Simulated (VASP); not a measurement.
# BaTe (Pm-3m) in VASP: a series of runs

BaTe is run at these levels: PBE, r2SCAN; tasks: single point.

All numbers are computed with VASP 6.6.1; they aren't measurements. Logs are shortened: lines on timing, memory, paths and dates and some standing lists are left out, and cuts for length are marked.

**1. The cell of the first run**

It takes space group Pm-3m (No. 221, cubic). Conventional cell: a = 4.245 Å, b = 4.245 Å, c = 4.245 Å, α = 90.00°, β = 90.00°, γ = 90.00°. Within 4.8 Å of Ba (site symmetry m-3m) lie 8 Te at 3.68 Å and 6 Ba at 4.24 Å. Within 4.8 Å of Te (site symmetry m-3m) lie 8 Ba at 3.68 Å and 6 Te at 4.24 Å.

**2. Single point, PBE**

Contents of INCAR:

```
  PREC = Accurate
  ENCUT = 520
  EDIFF = 1E-7
  ISMEAR = 0
  SIGMA = 0.01
  LREAL = False
  LASPH = True
  NELM = 80
  ALGO = Normal
  ISIF = 2
  LWAVE = False
  LCHARG = False
  GGA = PE
  NBANDS = 15
```

Contents of KPOINTS:

```
Automatic mesh
0
Gamma
  6 6 6
```

Contents of POSCAR:

```
BaTe
1.0
    4.2448181598      0.0000000000      0.0000000000
    0.0000000000      4.2448181598      0.0000000000
    0.0000000000      0.0000000000      4.2448181598
Ba Te
1 1
Direct
    0.0000000000      0.0000000000      0.0000000000
    0.5000000000      0.5000000000      0.5000000000
```

Potentials or basis: VASP PAW PBE potentials, release 64 (Ba_sv, Te).

Started as:

```sh
$ cat potpaw_PBE.64/Ba_sv/POTCAR potpaw_PBE.64/Te/POTCAR > POTCAR
$ mpirun -np 1 vasp_std > vasp.out
```

OUTCAR:

```text
PREC = Accurate
   ENCUT = 520
   EDIFF = 1E-7
   ISMEAR = 0
   LREAL = False
   LASPH = True
   NELM = 80
   ISIF = 2
   GGA = PE

 ion  position               nearest neighbor table
   1  0.000  0.000  0.000-   2 3.68   2 3.68   2 3.68   2 3.68   2 3.68   2 3.68   2 3.68   2 3.68

   2  0.500  0.500  0.500-   1 3.68   1 3.68   1 3.68   1 3.68   1 3.68   1 3.68   1 3.68   1 3.68

  LATTYP: Found a simple cubic cell.
 ALAT       =     4.2448181598

  Lattice vectors:

 A1 = (   4.2448181598,   0.0000000000,   0.0000000000)
 A2 = (   0.0000000000,   4.2448181598,   0.0000000000)
 A3 = (   0.0000000000,   0.0000000000,   4.2448181598)

Analysis of symmetry for initial positions (statically):
=====================================================================
 Subroutine PRICEL returns:
 Original cell was already a primitive cell.

 Routine SETGRP: Setting up the symmetry group for a
 simple cubic supercell.

 Subroutine GETGRP returns: Found 48 space group operations
 (whereof 48 operations were pure point group operations)
 out of a pool of 48 trial point group operations.

The static configuration has the point symmetry O_h .

Analysis of symmetry for dynamics (positions and initial velocities):
=====================================================================
 Subroutine PRICEL returns:
 Original cell was already a primitive cell.

 Routine SETGRP: Setting up the symmetry group for a
 simple cubic supercell.

 Subroutine GETGRP returns: Found 48 space group operations
 (whereof 48 operations were pure point group operations)
 out of a pool of 48 trial point group operations.

The dynamic configuration has the point symmetry O_h .

 Subroutine INISYM returns: Found 48 space group operations
 (whereof 48 operations are pure point group operations),
 and found     1 'primitive' translations

----------------------------------------------------------------------------------------

                                     Primitive cell

  volume of cell :      76.4852

  direct lattice vectors                    reciprocal lattice vectors
     4.244818160  0.000000000  0.000000000     0.235581352  0.000000000  0.000000000
     0.000000000  4.244818160  0.000000000     0.000000000  0.235581352  0.000000000
     0.000000000  0.000000000  4.244818160     0.000000000  0.000000000  0.235581352

  length of vectors
     4.244818160  4.244818160  4.244818160     0.235581352  0.235581352  0.235581352

  position of ions in fractional coordinates (direct lattice)
     0.000000000  0.000000000  0.000000000
     0.500000000  0.500000000  0.500000000

  ion indices of the primitive-cell ions
   primitive index   ion index
                 1           1
                 2           2

----------------------------------------------------------------------------------------

 KPOINTS: Automatic mesh

Automatic generation of k-mesh.
 Grid dimensions read from file:
 generate k-points for:    6    6    6

 Generating k-lattice:

  Cartesian coordinates                     Fractional coordinates (reciprocal lattice)
     0.039263559  0.000000000  0.000000000     0.166666667  0.000000000  0.000000000
     0.000000000  0.039263559  0.000000000     0.000000000  0.166666667  0.000000000
     0.000000000  0.000000000  0.039263559     0.000000000  0.000000000  0.166666667

  Length of vectors
     0.039263559  0.039263559  0.039263559

  Shift w.r.t. Gamma in fractional coordinates (k-lattice)
     0.000000000  0.000000000  0.000000000

 Subroutine IBZKPT returns following result:
 ===========================================

 Found     20 irreducible k-points:

 Following reciprocal coordinates:
            Coordinates               Weight
  0.000000  0.000000  0.000000      1.000000
  0.166667  0.000000  0.000000      6.000000
  0.333333  0.000000  0.000000      6.000000
  0.500000  0.000000  0.000000      3.000000
  0.166667  0.166667  0.000000     12.000000
  0.333333  0.166667  0.000000     24.000000
[... 12 lines left out ...]
  0.500000  0.500000  0.333333      6.000000
  0.500000  0.500000  0.500000      1.000000
   k-points           NKPTS =     20   k-points in BZ     NKDIM =     20   number of bands    NBANDS=     15
   number of dos      NEDOS =    301   number of ions     NIONS =      2
   total plane-waves  NPLWV =  32768
   dimension x,y,z NGX =    32 NGY =   32 NGZ =   32
   dimension x,y,z NGXF=    64 NGYF=   64 NGZF=   64
   ions per type =               1   1
   NGX,Y,Z   is equivalent  to a cutoff of  12.53, 12.53, 12.53 a.u.
   NGXF,Y,Z  is equivalent  to a cutoff of  25.07, 25.07, 25.07 a.u.
 SYSTEM =  unknown system
   PREC   = accura    normal or accurate (medium, high low for compatibility)
   ISTART =      0    job   : 0-new  1-cont  2-samecut
   ICHARG =      2    charge: 1-file 2-atom 10-const
   ISPIN  =      1    spin polarized calculation?
   LNONCOLLINEAR =      F non collinear calculations
   LSORBIT =      F    spin-orbit coupling
   LASPH  =      T    aspherical Exc in radial PAW
   ENCUT  =  520.0 eV  38.22 Ry    6.18 a.u.   7.89  7.89  7.89*2*pi/ulx,y,z
   NELM   =     80;   NELMIN=  2; NELMDL= -5     # of ELM steps
   EDIFF  = 0.1E-06   stopping-criterion for ELM
   LREAL  =      F    real-space projection
   EDIFFG = 0.1E-05   stopping-criterion for IOM
   NSW    =      0    number of steps for IOM
   IBRION =     -1    ionic relax: 0-MD 1-quasi-New 2-CG
   NFREE  =      0    steps in history (QN), initial steepest desc. (CG)
   ISIF   =      2    stress and relaxation
   ISYM   =      2    0-nonsym 1-usesym 2-fastsym
   POTIM  = 0.5000    time-step for ionic-motion
   TEBEG  =    0.0;   TEEND  =   0.0 temperature during run
   PSTRESS=    0.0 pullay stress
   NELECT =      16.0000    total number of electrons
   NUPDOWN=      -1.0000    fix difference up-down
   EMIN   =  10.00;   EMAX   =-10.00  energy-range for DOS
   EFERMI =   0.00;   METHOD = LEGACY
   ISMEAR =     0;   SIGMA  =   0.01  broadening in eV -4-tet -1-fermi 0-gaus
   EFERMI_NEDOS =   21; number of points for ismear=-14 and -15
   IALGO  =     38    algorithm
   IMIX   =      4    mixing-type and parameters
     AMIX     =   0.40;   BMIX     =  1.00
     AMIX_MAG =   1.60;   BMIX_MAG =  1.00
  volume/ion in A,a.u.               =      38.24       258.07
  Fermi-wavevector in a.u.,A,eV,Ry     =   0.971827  1.836487 12.849998  0.944448
  Thomas-Fermi vector in A             =   2.102076
   LORBIT       =      0    0 simple, 1 ext, 2 COOP (PROOUT), +10 PAW based schemes
   GGA     = PE    functional components
   LHFCALC =     F    Hartree Fock is set to
   AEXX    =    0.0000 exact exchange contribution
   IVDW    =     0    specifies the selected vdW correction
   LEPSILON=     F    determine dielectric tensor
   LRPA    =     F    only Hartree local field effects (RPA)
 non-spin polarized calculation
 Gauss-broadening in eV      SIGMA  =   0.01
  energy-cutoff  :      520.00
  volume of cell :       76.49
 maximum number of plane-waves:      2103
 NGX is ok and might be reduce to    32
   NGX = 15   NGY = 15   NGZ = 15

 number of electron      15.9999999 magnetization

 Free energy of the ion-electron system (eV)
  ---------------------------------------------------
  ext. energy  EPLUGINS =         0.00000000
  ---------------------------------------------------
  free energy    TOTEN  =        -8.28704116 eV

  energy without entropy =       -8.28704116  energy(sigma->0) =       -8.28704116

 E-fermi :   4.0411     XC(G=0):  -8.8344

 val. band max:        3.9074452816   @ k =   0.5000   0.5000   0.0000
 cond. band min:       4.6618687281   @ k =   0.0000   0.0000   0.0000
 fundamental gap:      0.7544234465
 Fermi energy:         4.0410521140

 k-point     1 :       0.0000    0.0000    0.0000
  band No.  band energies     occupation
      1     -24.2069      2.00000
      2      -9.2390      2.00000
      3      -9.2390      2.00000
      4      -9.2390      2.00000
      5      -6.5019      2.00000
      6       3.5297      2.00000
      7       3.5297      2.00000
      8       3.5297      2.00000
      9       4.6619      0.00000
     10       4.6619      0.00000
     11       6.3362      0.00000
     12       8.4644      0.00000
     13       8.4644      0.00000
     14       8.4644      0.00000
     15      12.3719      0.00000

 k-point     2 :       0.1667    0.0000    0.0000
  band No.  band energies     occupation
      1     -24.2000      2.00000
      2      -9.4014      2.00000
      3      -9.2260      2.00000
      4      -9.2260      2.00000
      5      -6.3055      2.00000
      6       2.3373      2.00000
      7       3.3986      2.00000
      8       3.3986      2.00000
      9       4.8172      0.00000
     10       5.5272      0.00000
     11       7.3590      0.00000
     12       8.5535      0.00000
     13       8.5788      0.00000
     14       8.5788      0.00000
     15      10.9564      0.00000

 k-point     3 :       0.3333    0.0000    0.0000
  band No.  band energies     occupation
      1     -24.1863      2.00000
      2      -9.6846      2.00000
      3      -9.1997      2.00000
      4      -9.1997      2.00000
      5      -5.9241      2.00000
      6       1.0088      2.00000
      7       3.1435      2.00000
      8       3.1435      2.00000
      9       5.2054      0.00000
     10       7.1618      0.00000
     11       8.7520      0.00000
     12       8.7617      0.00000
     13       9.0089      0.00000
     14       9.0089      0.00000
     15       9.4008      0.00000
[... 271 lines left out ...]
 k-point    19 :       0.5000    0.5000    0.3333
  band No.  band energies     occupation
      1     -24.1350      2.00000
      2      -9.5380      2.00000
      3      -9.5380      2.00000
      4      -9.4282      2.00000
      5      -5.6527      2.00000
      6       1.1562      2.00000
      7       1.1562      2.00000
      8       1.4670      2.00000
      9       7.1174      0.00000
     10       8.0230      0.00000
     11       8.0230      0.00000
     12       9.5697      0.00000
     13      10.2528      0.00000
     14      10.8425      0.00000
     15      10.9952      0.00000

 k-point    20 :       0.5000    0.5000    0.5000
  band No.  band energies     occupation
      1     -24.1289      2.00000
      2      -9.5166      2.00000
      3      -9.5166      2.00000
      4      -9.5166      2.00000
      5      -5.5454      2.00000
      6       0.9610      2.00000
      7       0.9610      2.00000
      8       0.9610      2.00000
      9       8.6844      0.00000
     10       8.6844      0.00000
     11       8.6844      0.00000
     12      10.2396      0.00000
     13      10.2396      0.00000
     14      10.2396      0.00000
     15      10.2943      0.00000

------------------------ aborting loop because EDIFF is reached ----------------------------------------

  FORCE on cell =-STRESS in cart. coord.  units (eV):
  Direction    XX          YY          ZZ          XY          YZ          ZX
  --------------------------------------------------------------------------------------
  -------------------------------------------------------------------------------------
  Total        0.2229202      0.2229202      0.2229202     -0.0000000     -0.0000000      0.0000000
  in kB        4.6696321      4.6696321      4.6696321     -0.0000000     -0.0000000      0.0000000
  external PRESSURE =       4.6696321 kB  Pullay stress =       0.0000000 kB

 VOLUME and BASIS-vectors are now :
 -----------------------------------------------------------------------------
  energy-cutoff  :      520.00
  volume of cell :       76.49
      direct lattice vectors                 reciprocal lattice vectors
     4.244818160  0.000000000  0.000000000     0.235581352  0.000000000  0.000000000
     0.000000000  4.244818160  0.000000000     0.000000000  0.235581352  0.000000000
     0.000000000  0.000000000  4.244818160     0.000000000  0.000000000  0.235581352

 POSITION                                       TOTAL-FORCE (eV/Angst)
 -----------------------------------------------------------------------------------
      0.00000      0.00000      0.00000         0.000000      0.000000      0.000000
      2.12241      2.12241      2.12241         0.000000      0.000000      0.000000
 -----------------------------------------------------------------------------------
    total drift:                                0.000000      0.000000     -0.000000

  FREE ENERGIE OF THE ION-ELECTRON SYSTEM (eV)
  ---------------------------------------------------
  free  energy   TOTEN  =        -8.2870411589 eV

  energy  without entropy=       -8.2870411589  energy(sigma->0) =       -8.28704116
```

Wall time 21 s (1 thread of AMD EPYC 7R13 (Zen 3), shared host); peak memory 0.16 GiB.

Results:

| Item | Value |
| --- | --- |
| Free energy | -8.2870 eV |
| Pressure | 0.5 GPa |
| Band gap on the k mesh | 0.75 eV, indirect (least direct gap 0.97 eV) |

Caveat: spin-orbit coupling is left out, which moves the levels of the heavy elements. As with any semilocal functional, this PBE gap is likely too small.

**3. Single point, PBE**

Contents of INCAR:

```
SYSTEM = BaTe
ALGO = Normal
EDIFF = 1E-6
ENCUT = 520
GGA = PE
ISIF = 2
ISMEAR = 0
LASPH = .True.
LCHARG = .False.
LREAL = .False.
LWAVE = .False.
NBANDS = 15
NELM = 60
PREC = Accurate
SIGMA = 0.01
```

Contents of KPOINTS:

```
k-points
0
Gamma
  6 6 6
  0 0 0
```

POSCAR is that of step 2.

Potentials or basis: VASP PAW PBE potentials, release 64 (Ba_sv, Te).

Started as:

```sh
$ cat potpaw_PBE.64/Ba_sv/POTCAR potpaw_PBE.64/Te/POTCAR > POTCAR
$ mpirun -np 1 vasp_std > vasp.out
```

Run time: 20 s. Hardware: 1 thread of AMD EPYC 7R13 (Zen 3), shared host; peak memory 0.15 GiB.

The run converged. Its results:

```yaml
Free_energy: -8.2870 eV
Pressure: 0.5 GPa
Band_gap_on_the_k_mesh: 0.75 eV, indirect (least direct gap 0.97 eV)
```

Levels at points of the mesh, in eV from the valence-band top:
```
           k point  band 6  band 7  band 8  band 9  band 10  band 11
(0.00, 0.00, 0.00)   -0.38   -0.38   -0.38    0.75     0.75     2.43
(0.50, 0.00, 0.00)   -3.43   -0.89   -0.89    1.56     4.83     4.96
(0.50, 0.50, 0.00)   -2.06   -2.06    0.00    0.97     2.53     2.91
(0.50, 0.50, 0.50)   -2.95   -2.95   -2.95    4.78     4.78     4.78
```

Caveat: spin-orbit coupling is left out, which moves the levels of the heavy elements. Expect the measured gap to be larger: semilocal functionals such as PBE lack the derivative discontinuity.

**4. Single point, r2SCAN**

POSCAR is that of step 3.

Contents of INCAR.step1:

```
SYSTEM = BaTe
ALGO = Normal ; EDIFF = 1E-4
ENCUT = 520 ; GGA = PE
ISMEAR = 0 ; LASPH = .TRUE.
LCHARG = .FALSE. ; LREAL = .FALSE.
LWAVE = .TRUE. ; NBANDS = 15
NELM = 80 ; PREC = Accurate
SIGMA = 0.01
```

Contents of INCAR.step2:

```
SYSTEM = BaTe
ALGO = Normal ; EDIFF = 1E-7
ENCUT = 520 ; ISIF = 2
ISMEAR = 0 ; ISTART = 1
LASPH = .TRUE. ; LCHARG = .FALSE.
LMIXTAU = .TRUE. ; LREAL = .FALSE.
LWAVE = .FALSE. ; METAGGA = R2SCAN
NBANDS = 15 ; NELM = 80
PREC = Accurate ; SIGMA = 0.01
```

Contents of KPOINTS:

```
k-points
0
G
  6 6 6
  0 0 0
```

Started as:

```sh
$ cat potpaw_PBE.64/Ba_sv/POTCAR potpaw_PBE.64/Te/POTCAR > POTCAR
$ cp INCAR.step1 INCAR
$ mpirun -np 1 vasp_std > vasp.out
$ cp INCAR.step2 INCAR
$ mpirun -np 1 vasp_std > vasp.out
```

Run time: 83 s. Hardware: 1 thread of AMD EPYC 7R13 (Zen 3), shared host; peak memory 0.16 GiB.

It converged, with:

```
Free energy            : -55.6748 eV
Pressure               : 0.4 GPa
Band gap on the k mesh : 1.10 eV, indirect (least direct gap 1.38 eV)
```

Levels at points of the mesh, in eV from the valence-band top:
| k point | band 5 | band 6 | band 7 | band 8 | band 9 | band 10 | band 11 | band 12 |
| --- | --- | --- | --- | --- | --- | --- | --- | --- |
| (0.00, 0.00, 0.00) | -10.72 | -0.38 | -0.38 | -0.38 | 1.10 | 1.10 | 3.21 | 5.01 |
| (0.50, 0.00, 0.00) | -9.91 | -3.43 | -0.88 | -0.88 | 1.94 | 5.31 | 5.40 | 5.45 |
| (0.50, 0.50, 0.00) | -10.11 | -2.11 | -2.11 | 0.00 | 1.38 | 3.05 | 3.32 | 3.32 |
| (0.50, 0.50, 0.50) | -9.69 | -2.99 | -2.99 | -2.99 | 5.28 | 5.28 | 5.28 | 6.82 |

Caveat: the PAW data sets were made with another functional, which shifts forces and pressure a little; spin-orbit coupling is left out, which moves the levels of the heavy elements.
